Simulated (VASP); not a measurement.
# RbBr (Fm-3m) in VASP: notebook

Runs on RbBr. Level: r2SCAN. Tasks: single point.

All numbers are computed with VASP 6.6.1; they aren't measurements. Logs are shortened: lines on timing, memory, paths and dates and some standing lists are left out, and cuts for length are marked.

## (1) The cell of the first run

It takes space group Fm-3m (No. 225, cubic). The conventional cell has a = 6.922 Å, b = 6.922 Å, c = 6.922 Å, α = 90.00°, β = 90.00°, γ = 90.00°. Within 4.5 Å of Rb (site symmetry m-3m) lie 6 Br at 3.46 Å. Within 4.5 Å of Br (site symmetry m-3m) lie 6 Rb at 3.46 Å.

## (2) Single point, r2SCAN

The input, POSCAR:

```
RbBr
1.0
    0.0000000000      3.4608261468      3.4608261468
    3.4608261468      0.0000000000      3.4608261468
    3.4608261468      3.4608261468      0.0000000000
Rb Br
1 1
Direct
    0.0000000000      0.0000000000      0.0000000000
    0.5000000000      0.5000000000      0.5000000000
```

The input, INCAR.step1:

```
PREC = Accurate
ENCUT = 520
ISMEAR = 0
SIGMA = 0.01
LREAL = False
LASPH = True
NELM = 100
NBANDS = 15
GGA = PE
ALGO = Normal
EDIFF = 1E-4
LWAVE = True
LCHARG = False
```

The input, INCAR.step2:

```
PREC = Accurate
ENCUT = 520
EDIFF = 1E-7
ISMEAR = 0
SIGMA = 0.01
LREAL = False
LASPH = True
NELM = 100
ALGO = Normal
ISIF = 2
LWAVE = False
LCHARG = False
METAGGA = R2SCAN
LMIXTAU = True
NBANDS = 15
ISTART = 1
```

The input, KPOINTS:

```
Automatic mesh
0
Gamma
  6 6 6
```

Potentials or basis: VASP PAW PBE potentials, release 64 (Rb_sv, Br).

The run is started by

```sh
$ cat potpaw_PBE.64/Rb_sv/POTCAR potpaw_PBE.64/Br/POTCAR > POTCAR
$ cp INCAR.step1 INCAR
$ mpirun -np 1 vasp_std > vasp.out
$ cp INCAR.step2 INCAR
$ mpirun -np 1 vasp_std > vasp.out
```

OUTCAR:

```text
PREC = Accurate
   ENCUT = 520
   EDIFF = 1E-7
   ISMEAR = 0
   LREAL = False
   LASPH = True
   NELM = 100
   ISIF = 2
   METAGGA = R2SCAN
   ISTART = 1

 ion  position               nearest neighbor table
   1  0.000  0.000  0.000-   2 3.46   2 3.46   2 3.46   2 3.46   2 3.46   2 3.46
   2  0.500  0.500  0.500-   1 3.46   1 3.46   1 3.46   1 3.46   1 3.46   1 3.46

  LATTYP: Found a face centered cubic cell.
 ALAT       =     6.9216522936

  Lattice vectors:

 A1 = (   0.0000000000,   3.4608261468,   3.4608261468)
 A2 = (   3.4608261468,   0.0000000000,   3.4608261468)
 A3 = (   3.4608261468,   3.4608261468,   0.0000000000)

Analysis of symmetry for initial positions (statically):
=====================================================================
 Subroutine PRICEL returns:
 Original cell was already a primitive cell.

 Routine SETGRP: Setting up the symmetry group for a
 face centered cubic supercell.

 Subroutine GETGRP returns: Found 48 space group operations
 (whereof 48 operations were pure point group operations)
 out of a pool of 48 trial point group operations.

The static configuration has the point symmetry O_h .

Analysis of symmetry for dynamics (positions and initial velocities):
=====================================================================
 Subroutine PRICEL returns:
 Original cell was already a primitive cell.

 Routine SETGRP: Setting up the symmetry group for a
 face centered cubic supercell.

 Subroutine GETGRP returns: Found 48 space group operations
 (whereof 48 operations were pure point group operations)
 out of a pool of 48 trial point group operations.

The dynamic configuration has the point symmetry O_h .

 Subroutine INISYM returns: Found 48 space group operations
 (whereof 48 operations are pure point group operations),
 and found     1 'primitive' translations

----------------------------------------------------------------------------------------

                                     Primitive cell

  volume of cell :      82.9028

  direct lattice vectors                    reciprocal lattice vectors
     0.000000000  3.460826147  3.460826147    -0.144474174  0.144474174  0.144474174
     3.460826147  0.000000000  3.460826147     0.144474174 -0.144474174  0.144474174
     3.460826147  3.460826147  0.000000000     0.144474174  0.144474174 -0.144474174

  length of vectors
     4.894347274  4.894347274  4.894347274     0.250236610  0.250236610  0.250236610

  position of ions in fractional coordinates (direct lattice)
     0.000000000  0.000000000  0.000000000
     0.500000000  0.500000000  0.500000000
[... 79 lines left out ...]
   NELECT =      16.0000    total number of electrons
   NUPDOWN=      -1.0000    fix difference up-down
   EMIN   =  10.00;   EMAX   =-10.00  energy-range for DOS
   EFERMI =   0.00;   METHOD = LEGACY
   ISMEAR =     0;   SIGMA  =   0.01  broadening in eV -4-tet -1-fermi 0-gaus
   EFERMI_NEDOS =   21; number of points for ismear=-14 and -15
   IALGO  =     38    algorithm
   IMIX   =      4    mixing-type and parameters
     AMIX     =   0.40;   BMIX     =  1.00
     AMIX_MAG =   1.60;   BMIX_MAG =  1.00
  volume/ion in A,a.u.               =      41.45       279.73
  Fermi-wavevector in a.u.,A,eV,Ry     =   0.946074  1.787820 12.177973  0.895056
  Thomas-Fermi vector in A             =   2.074037
   LORBIT       =      0    0 simple, 1 ext, 2 COOP (PROOUT), +10 PAW based schemes
   METAGGA = R2SCAN    functional components
   LHFCALC =     F    Hartree Fock is set to
   AEXX    =    0.0000 exact exchange contribution
   IVDW    =     0    specifies the selected vdW correction
   LEPSILON=     F    determine dielectric tensor
   LRPA    =     F    only Hartree local field effects (RPA)
 non-spin polarized calculation
 Gauss-broadening in eV      SIGMA  =   0.01
  energy-cutoff  :      520.00
  volume of cell :       82.90
 maximum number of plane-waves:      2252
   NGX = 19   NGY = 19   NGZ = 19

 number of electron      15.9999997 magnetization

 Free energy of the ion-electron system (eV)
  ---------------------------------------------------
  ext. energy  EPLUGINS =         0.00000000
  ---------------------------------------------------
  free energy    TOTEN  =       -31.15566559 eV

  energy without entropy =      -31.15566559  energy(sigma->0) =      -31.15566559

 E-fermi :  -2.1625     XC(G=0):  -7.5052

 val. band max:       -2.2667535728   @ k =   0.0000   0.0000   0.0000
 cond. band min:       2.6260356576   @ k =   0.0000   0.0000   0.0000
 fundamental gap:      4.8927892304
 Fermi energy:        -2.1625218688

 k-point     1 :       0.0000    0.0000    0.0000
  band No.  band energies     occupation
      1     -27.4851      2.00000
      2     -14.8508      2.00000
      3     -11.0121      2.00000
      4     -11.0121      2.00000
      5     -11.0121      2.00000
      6      -2.2668      2.00000
      7      -2.2668      2.00000
      8      -2.2668      2.00000
      9       2.6260      0.00000
     10       5.6076      0.00000
     11       5.6076      0.00000
     12       5.6076      0.00000
     13       6.6558      0.00000
     14       6.6558      0.00000
[... 257 lines left out ...]
      2     -14.8179      2.00000
      3     -11.1486      2.00000
      4     -11.0999      2.00000
      5     -11.0148      2.00000
      6      -2.6807      2.00000
      7      -2.6481      2.00000
      8      -2.5265      2.00000
      9       4.5161      0.00000
     10       6.1578      0.00000
     11       6.3118      0.00000
     12       7.4214      0.00000
     13       8.4910      0.00000
     14       9.2601      0.00000
     15       9.6706      0.00000

------------------------ aborting loop because EDIFF is reached ----------------------------------------

  FORCE on cell =-STRESS in cart. coord.  units (eV):
  Direction    XX          YY          ZZ          XY          YZ          ZX
  --------------------------------------------------------------------------------------
  -------------------------------------------------------------------------------------
  Total        0.0232498      0.0232498      0.0232498      0.0000000     -0.0000000      0.0000000
  in kB        0.4493252      0.4493252      0.4493252      0.0000000     -0.0000000      0.0000000
  external PRESSURE =       0.4493252 kB  Pullay stress =       0.0000000 kB

 VOLUME and BASIS-vectors are now :
 -----------------------------------------------------------------------------
  energy-cutoff  :      520.00
  volume of cell :       82.90
      direct lattice vectors                 reciprocal lattice vectors
     0.000000000  3.460826147  3.460826147    -0.144474174  0.144474174  0.144474174
     3.460826147  0.000000000  3.460826147     0.144474174 -0.144474174  0.144474174
     3.460826147  3.460826147  0.000000000     0.144474174  0.144474174 -0.144474174

 POSITION                                       TOTAL-FORCE (eV/Angst)
 -----------------------------------------------------------------------------------
      0.00000      0.00000      0.00000         0.000000      0.000000      0.000000
      3.46083      3.46083      3.46083        -0.000000     -0.000000     -0.000000
 -----------------------------------------------------------------------------------
    total drift:                                0.000000      0.000000      0.000000

  FREE ENERGIE OF THE ION-ELECTRON SYSTEM (eV)
  ---------------------------------------------------
  free  energy   TOTEN  =       -31.1556655853 eV

  energy  without entropy=      -31.1556655853  energy(sigma->0) =      -31.15566559
```

OUTCAR.step1:

```text
PREC = Accurate
   ENCUT = 520
   ISMEAR = 0
   LREAL = False
   LASPH = True
[... 498 lines left out ...]
      0.00000      0.00000      0.00000         0.000000     -0.000000     -0.000000
      3.46083      3.46083      3.46083        -0.000000      0.000000      0.000000
 -----------------------------------------------------------------------------------
    total drift:                                0.000000      0.000000      0.000000

  FREE ENERGIE OF THE ION-ELECTRON SYSTEM (eV)
  ---------------------------------------------------
  free  energy   TOTEN  =        -6.1092823393 eV

  energy  without entropy=       -6.1092823393  energy(sigma->0) =       -6.10928234
```

OSZICAR.step1:

```text
N       E                     dE             d eps       ncg     rms          rms(c)
DAV:   1     0.826768441002E+02    0.82677E+02   -0.65962E+03   480   0.902E+02
DAV:   2    -0.365242977125E+00   -0.83042E+02   -0.76539E+02   645   0.164E+02
DAV:   3    -0.614738405398E+01   -0.57821E+01   -0.57557E+01   641   0.447E+01
DAV:   4    -0.633404623021E+01   -0.18666E+00   -0.18664E+00   683   0.697E+00
DAV:   5    -0.633538156430E+01   -0.13353E-02   -0.13353E-02   663   0.592E-01    0.277E+00
DAV:   6    -0.611377284935E+01    0.22161E+00   -0.27102E-01   564   0.235E+00    0.182E+00
DAV:   7    -0.609623031296E+01    0.17543E-01   -0.12579E-01   627   0.171E+00    0.933E-01
DAV:   8    -0.610839726244E+01   -0.12167E-01   -0.15131E-02   510   0.700E-01    0.107E-01
DAV:   9    -0.610884666765E+01   -0.44941E-03   -0.67111E-04   649   0.132E-01    0.695E-02
DAV:  10    -0.610928110857E+01   -0.43444E-03   -0.56054E-04   494   0.131E-01    0.273E-02
DAV:  11    -0.610928233935E+01   -0.12308E-05   -0.27739E-05   443   0.298E-02
   1 F= -.61092823E+01 E0= -.61092823E+01  d E =-.423245-107
```

Wall time 2 min (1 thread of Intel Xeon 8259CL, shared host); peak memory 0.21 GiB.

Results:

* Free energy: -31.1557 eV
* Pressure: 0.0 GPa
* Band gap on the k mesh: 4.89 eV

Caveat: the PAW data sets were made with another functional, which shifts forces and pressure a little.

## (3) Single point, r2SCAN (42.69 Å³/atom)

This run uses another cell than the first one, of 42.69 Å³/atom.

The input, POSCAR:

```
RbBr
1.0
    0.0000000000      3.4950939808      3.4950939808
    3.4950939808      0.0000000000      3.4950939808
    3.4950939808      3.4950939808      0.0000000000
Rb Br
1 1
Direct
    0.0000000000      0.0000000000      0.0000000000
    0.5000000000      0.5000000000      0.5000000000
```

The input, INCAR.step1:

```
PREC     = Accurate       # precision mode
ENCUT    = 520            # plane-wave cutoff, eV
ISMEAR   = 0              # smearing method
SIGMA    = 0.01           # smearing width, eV
LREAL    = F              # projectors in reciprocal space
LASPH    = T              # aspherical terms in the spheres
NELM     = 80             # most SCF steps
NBANDS   = 15             # bands
GGA      = PE             # functional
ALGO     = Normal         # electronic algorithm
EDIFF    = 1E-4           # SCF threshold, eV
LWAVE    = T              # write WAVECAR
LCHARG   = F              # write CHGCAR
```

The input, INCAR.step2:

```
PREC     = Accurate       # precision mode
ENCUT    = 520            # plane-wave cutoff, eV
EDIFF    = 1E-6           # SCF threshold, eV
ISMEAR   = 0              # smearing method
SIGMA    = 0.01           # smearing width, eV
LREAL    = F              # projectors in reciprocal space
LASPH    = T              # aspherical terms in the spheres
NELM     = 80             # most SCF steps
ALGO     = Normal         # electronic algorithm
ISIF     = 2              # what is computed and relaxed
LWAVE    = F              # write WAVECAR
LCHARG   = F              # write CHGCAR
METAGGA  = R2SCAN         # meta-GGA
LMIXTAU  = T            
NBANDS   = 15             # bands
ISTART   = 1
```

KPOINTS is that of step 2.

Potentials or basis: VASP PAW PBE potentials, release 64 (Rb_sv, Br).

The run is started by

```sh
$ cat potpaw_PBE.64/Rb_sv/POTCAR potpaw_PBE.64/Br/POTCAR > POTCAR
$ cp INCAR.step1 INCAR
$ mpirun -np 1 vasp_std > vasp.out
$ cp INCAR.step2 INCAR
$ mpirun -np 1 vasp_std > vasp.out
```

Run time: 2.9 min. Hardware: 1 thread of Intel Xeon 8259CL, shared host; peak memory 0.27 GiB.

It converged, with:

| Item | Value |
| --- | --- |
| Free energy | -31.1532 eV |
| Pressure | -0.3 GPa |
| Band gap on the k mesh | 4.82 eV |

Levels at points of the mesh, in eV from the valence-band top:
| k point | band 4 | band 5 | band 6 | band 7 | band 8 | band 9 | band 10 | band 11 | band 12 | band 13 |
| --- | --- | --- | --- | --- | --- | --- | --- | --- | --- | --- |
| (0.00, 0.00, 0.00) | -8.81 | -8.81 | 0.00 | 0.00 | 0.00 | 4.82 | 7.87 | 7.87 | 7.87 | 8.89 |
| (0.50, 0.00, 0.00) | -8.82 | -8.77 | -0.87 | -0.30 | -0.30 | 7.14 | 8.07 | 10.05 | 10.05 | 10.67 |
| (0.50, 0.50, 0.00) | -8.87 | -8.87 | -0.46 | -0.16 | -0.16 | 6.12 | 7.72 | 9.41 | 9.94 | 10.11 |

Caveat: the PAW data sets were made with another functional, which shifts forces and pressure a little.

## (4) Single point, r2SCAN (43.94 Å³/atom)

This run uses another cell than the first one, of 43.94 Å³/atom.

The input, POSCAR:

```
RbBr
1.0
    0.0000000000      3.5287027155      3.5287027155
    3.5287027155      0.0000000000      3.5287027155
    3.5287027155      3.5287027155      0.0000000000
Rb Br
1 1
Direct
    0.0000000000      0.0000000000      0.0000000000
    0.5000000000      0.5000000000      0.5000000000
```

The input, INCAR.step1:

```
PREC     = Accurate       # precision mode
ENCUT    = 520            # plane-wave cutoff, eV
ISMEAR   = 0              # smearing method
SIGMA    = 0.01           # smearing width, eV
LREAL    = False          # projectors in reciprocal space
LASPH    = True           # aspherical terms in the spheres
NELM     = 80             # most SCF steps
NBANDS   = 15             # bands
GGA      = PE             # functional
ALGO     = Normal         # electronic algorithm
EDIFF    = 1E-4           # SCF threshold, eV
LWAVE    = True           # write WAVECAR
LCHARG   = False          # write CHGCAR
```

The input, INCAR.step2:

```
PREC     = Accurate       # precision mode
ENCUT    = 520            # plane-wave cutoff, eV
EDIFF    = 1E-7           # SCF threshold, eV
ISMEAR   = 0              # smearing method
SIGMA    = 0.01           # smearing width, eV
LREAL    = False          # projectors in reciprocal space
LASPH    = True           # aspherical terms in the spheres
NELM     = 80             # most SCF steps
ALGO     = Normal         # electronic algorithm
ISIF     = 2              # what is computed and relaxed
LWAVE    = False          # write WAVECAR
LCHARG   = True           # write CHGCAR
METAGGA  = R2SCAN         # meta-GGA
LMIXTAU  = True         
LELF     = True           # ELF
LVHAR    = True         
NBANDS   = 15             # bands
ISTART   = 1
```

KPOINTS is that of step 3.

The run is started by

```sh
$ cat potpaw_PBE.64/Rb_sv/POTCAR potpaw_PBE.64/Br/POTCAR > POTCAR
$ cp INCAR.step1 INCAR
$ mpirun -np 1 vasp_std > vasp.out
$ cp INCAR.step2 INCAR
$ mpirun -np 1 vasp_std > vasp.out
```

Wall time 2.8 min (1 thread of Intel Xeon 8259CL, shared host); peak memory 0.26 GiB.

The run converged. Its results:

* Free energy: -31.1453 eV
* Pressure: -0.7 GPa
* Band gap on the k mesh: 4.75 eV

Levels at points of the mesh, in eV from the valence-band top:
```tsv
k point	band 6	band 7	band 8	band 9	band 10	band 11
(0.00, 0.00, 0.00)	0.00	0.00	0.00	4.75	7.85	7.85
(0.50, 0.00, 0.00)	-0.83	-0.28	-0.28	7.07	7.97	9.96
(0.50, 0.50, 0.00)	-0.45	-0.15	-0.15	6.14	7.61	9.26
```

Caveat: the PAW data sets were made with another functional, which shifts forces and pressure a little.

## (5) Summary

| cell | gap on the mesh (eV) | pressure (GPa) |
| --- | --- | --- |
| a = 4.894 Å, angles 60.0°, 2 atoms | 4.89 | 0.0 |
| a = 4.943 Å, angles 60.0°, 2 atoms | 4.82 | -0.3 |
| a = 4.990 Å, angles 60.0°, 2 atoms | 4.75 | -0.7 |

Alike in all rows: task single point; level r2SCAN; potentials or basis VASP PAW PBE potentials, release 64 (Rb_sv, Br); no spin polarisation; k mesh 6 × 6 × 6; cutoff (eV) 520; smearing gaussian 0.01 eV.

Caveats: the PAW data sets were made with another functional, which shifts forces and pressure a little.

Total energies depend on the potentials used, so only differences within one code and one set of settings carry meaning.
